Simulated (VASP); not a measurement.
# SiH3NF4: relaxation of the atoms with PBE+D3(BJ)

System: SiH3NF4.

```xyz
27
Lattice="7.7854 0.0000 0.0000 0.0000 7.7854 0.0000 0.0000 0.0000 7.7854" Properties=species:S:1:pos:R:3 pbc="T T T"
N     7.0480    2.8206    5.1200
N     4.7680    0.8503    2.6658
N     2.8585    7.0730    0.0211
H     6.7716    2.1615    5.8432
H     6.1869    3.1733    4.7102
H     7.5068    2.2744    4.3954
H     4.1316    0.8425    1.8728
H     4.9769    1.8272    2.8553
H     5.6351    0.4303    2.3407
H     2.9787    7.9841    0.4563
H     1.9372    6.7434    0.2975
H     3.5297    6.4525    0.4666
Si    6.6175    5.4895    2.0422
Si    2.8000    4.3302    3.7146
Si    0.4889    1.1713    0.3134
F     7.6693    4.3447    2.3297
F     7.2790    6.5950    1.1258
F     5.3602    4.8769    1.3048
F     6.1613    6.1412    3.4085
F     4.2063    4.9203    4.1315
F     1.7817    5.5153    3.4732
F     2.9546    3.4891    2.3848
F     2.2574    3.3960    4.8690
F     1.1888    2.5206   -0.1215
F    -1.0388    1.4437    0.6157
F     0.6145    0.1123   -0.8539
F     1.1912    0.6085    1.6133
```

```yaml
Program: VASP 6.6.1
Task: relaxation of the atoms
Functional: PBE
Dispersion: D3(BJ)
Potentials_or_basis: VASP PAW PBE potentials, release 64 (N, H, Si, F)
Cutoff: 520 eV
k_mesh: 1 × 1 × 1
Occupations: fermi-dirac, width 0.02 eV
Spin: no spin polarisation
Dipole_correction: no
Further_INCAR_settings: LREAL = Auto; ALGO = Normal; EDIFF = 1e-07; IBRION = 2; EDIFFG = -0.3; NSW = 35
```

```
Energy gained by relaxing    : 33.0 meV/atom
Ionic steps                  : 25
Pressure after relaxing      : 0.1 GPa
Largest force after relaxing : 0.236 eV/Å
Dispersion energy per atom   : -0.038 eV
```

Forces in eV/Å, atoms in the order of the input:
```
N   -0.118 -0.101  0.157
N   -0.020 -0.006  0.191
N   -0.112  0.190  0.047
H   -0.083 -0.079 -0.131
H    0.071  0.068  0.002
H   -0.037  0.015 -0.027
H   -0.145 -0.004 -0.117
H   -0.011  0.199  0.036
H    0.159 -0.173 -0.017
H    0.083 -0.147 -0.130
H   -0.065 -0.070 -0.060
H   -0.004  0.011 -0.015
Si   0.043  0.128  0.109
Si   0.100 -0.111  0.059
Si  -0.031  0.079 -0.017
F    0.006  0.040  0.189
F    0.023  0.036 -0.027
F    0.100 -0.108  0.002
F    0.066 -0.054 -0.142
F    0.035  0.042 -0.005
F   -0.018  0.020 -0.053
F   -0.092  0.052  0.098
F   -0.036 -0.033 -0.040
F    0.116 -0.095  0.109
F   -0.016 -0.201 -0.082
F   -0.003  0.131  0.005
F   -0.012  0.168 -0.142
```

Stress tensor (GPa, compression positive):
```
 0.42  0.17  0.04
 0.17 -0.06 -0.15
 0.04 -0.15 -0.10
```

The path:
| step | energy change (eV) | largest force (eV/Å) | pressure (GPa) |
| --- | --- | --- | --- |
| 1 | 0.0000 | 0.8182 | 1.17 |
| 2 | -0.0575 | 1.9252 | 1.08 |
| 3 | -0.0793 | 0.9939 | 1.09 |
| 4 | -0.1629 | 0.6623 | 0.99 |
| 5 | -0.2658 | 1.0616 | 0.72 |
| 6 | -0.3334 | 0.5069 | 0.71 |
| 7 | -0.3351 | 0.6679 | 0.71 |
| 8 | -0.3822 | 0.3990 | 0.60 |
| 9 | -0.3937 | 0.8207 | 0.53 |
| 10 | -0.4304 | 0.6986 | 0.41 |
| 11 | -0.5108 | 0.7893 | 0.05 |
| 12 | -0.5423 | 1.3967 | -0.71 |
| 13 | -0.5506 | 1.2004 | -0.47 |
| 14 | -0.6054 | 0.6421 | -0.27 |
| 15 | -0.6440 | 0.7667 | 0.09 |
| 16 | -0.6807 | 0.4955 | 0.36 |
| 17 | -0.6888 | 0.5783 | 0.56 |
| 18 | -0.7293 | 0.4713 | 0.48 |
| 19 | -0.7973 | 0.8326 | 0.20 |
| 20 | -0.8346 | 0.3030 | 0.05 |
| 21 | -0.8359 | 0.4417 | 0.02 |
| 22 | -0.8518 | 0.3576 | 0.03 |
| 23 | -0.8678 | 0.7096 | 0.07 |
| 24 | -0.8806 | 0.4822 | 0.07 |
| 25 | -0.8907 | 0.2357 | 0.09 |

Final structure:
```
N H Si F
1.0
     7.78544    0.00000    0.00000
     0.00000    7.78544    0.00000
     0.00000    0.00000    7.78544
N H Si F
3 9 3 12
Direct
  0.88809 0.35672 0.66074
  0.59918 0.12153 0.35842
  0.41635 0.86662 0.99067
  0.83198 0.26048 0.72996
  0.78831 0.41887 0.60275
  0.95964 0.29817 0.56785
  0.51934 0.11811 0.25513
  0.63075 0.24727 0.37431
  0.71080 0.06534 0.32077
  0.41981 0.99030 0.03581
  0.29673 0.82253 0.02134
  0.50007 0.79763 0.06395
  0.85612 0.68063 0.25953
  0.35353 0.55439 0.49068
  0.04842 0.20138 0.03079
  0.96336 0.50870 0.27678
  0.94190 0.79743 0.11757
  0.66608 0.63749 0.20071
  0.85071 0.77894 0.43684
  0.54468 0.59538 0.54778
  0.24597 0.72514 0.47002
  0.36112 0.45766 0.31115
  0.27120 0.43384 0.63071
  0.16357 0.36063 0.98127
  0.85562 0.26219 0.05747
  0.05645 0.05801 0.88679
  0.11440 0.11925 0.20624
```

Levels at points of the mesh, in eV from the Fermi level:
```tsv
k point	band 58	band 59	band 60	band 61	band 62	band 63
(0.00, 0.00, 0.00)	-0.74	-0.66	-0.55	3.01	5.08	5.18
```

Run time: 13 min on 1 thread of AMD EPYC 9R14 (Zen 4), on a shared host, peak memory 0.5 GiB.

Caveat: the k points lie up to 0.81 Å⁻¹ apart, too coarse for converged energies, forces and pressures; the relaxation stopped at a loose force limit of 0.3 eV/Å, so its end isn't a converged minimum.
